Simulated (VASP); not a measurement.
Here is a VASP 6.6.1 calculation.

INCAR

```
PREC     = Accurate       # precision mode
ENCUT    = 520            # plane-wave cutoff, eV
EDIFF    = 1E-6           # SCF threshold, eV
ISMEAR   = 0              # smearing method
SIGMA    = 0.05           # smearing width, eV
LREAL    = Auto         
LASPH    = T              # aspherical terms in the spheres
NELM     = 150            # most SCF steps
ALGO     = Normal         # electronic algorithm
ISIF     = 2              # what is computed and relaxed
LWAVE    = F              # write WAVECAR
LCHARG   = T              # write CHGCAR
ISPIN    = 2              # spin polarisation
MAGMOM   = 0 0 0 0 0 0 0 0 0 0 0 0 0 0 0 0 # initial moments
LORBIT   = 11             # projections on sites
LMAXMIX  = 4              # l up to which the mixer works
LDAU     = T              # DFT+U
LDAUTYPE = 2            
LDAUL    = 2 -1 -1        # shell
LDAUU    = 5 0 0          # U, eV
LDAUJ    = 0 0 0        
LDAUPRINT= 1            
GGA      = PS             # functional
LELF     = T              # ELF
LVHAR    = T            
NBANDS   = 90             # bands
```

KPOINTS

```
regular mesh
0
Gamma
  3 3 3
```

Contents of POSCAR:

```
Zn7CuSe8
1.0
    0.0000000000      5.6676000000      5.6676000000
    5.6676000000      0.0000000000      5.6676000000
    5.6676000000      5.6676000000      0.0000000000
Cu Zn Se
1 7 8
Direct
    1.0000000000      1.0000000000      0.0000000000
    0.0026788022      0.0026788022      0.4973211978
    0.0026788022      0.4973211978      0.0026788022
    0.0026788022      0.4973211978      0.4973211978
    0.4973211978      0.0026788022      0.0026788022
    0.4973211978      0.0026788022      0.4973211978
    0.4973211978      0.4973211978      0.0026788022
    0.5000000000      0.5000000000      0.5000000000
    0.1230622002      0.1230622002      0.1230622002
    0.1230622002      0.1230622002      0.6308133993
    0.1230622002      0.6308133993      0.1230622002
    0.1243922115      0.6252025962      0.6252025962
    0.6308133993      0.1230622002      0.1230622002
    0.6252025962      0.1243922115      0.6252025962
    0.6252025962      0.6252025962      0.1243922115
    0.6252025962      0.6252025962      0.6252025962
```

Potentials or basis: VASP PAW PBE potentials, release 64 (Cu, Zn, Se).

Command:

```console
$ cat potpaw_PBE.64/Cu/POTCAR potpaw_PBE.64/Zn/POTCAR potpaw_PBE.64/Se/POTCAR > POTCAR
$ mpirun -np 1 vasp_std > vasp.out
```

Q: Estimate the pressure.

A: -1.9 GPa.

Q: Predict the largest force.

A: 0.100 eV/Å.

Q: Estimate the net moment.

A: 0.01 μB per cell.

Forces on the atoms (eV/Å):
```
Cu   0.000  0.000  0.000
Zn   0.000  0.000 -0.015
Zn   0.000 -0.015  0.000
Zn   0.015  0.000  0.000
Zn  -0.015  0.000  0.000
Zn   0.000  0.015  0.000
Zn   0.000  0.000  0.015
Zn   0.000  0.000  0.000
Se  -0.058 -0.058 -0.058
Se   0.058  0.058 -0.058
Se   0.058 -0.058  0.058
Se   0.011 -0.011 -0.011
Se  -0.058  0.058  0.058
Se  -0.011  0.011 -0.011
Se  -0.011 -0.011  0.011
Se   0.011  0.011  0.011
```

Caveat: no moment was typed at the start, so none could form; the PAW data sets were made with another functional, which shifts forces and pressure a little.
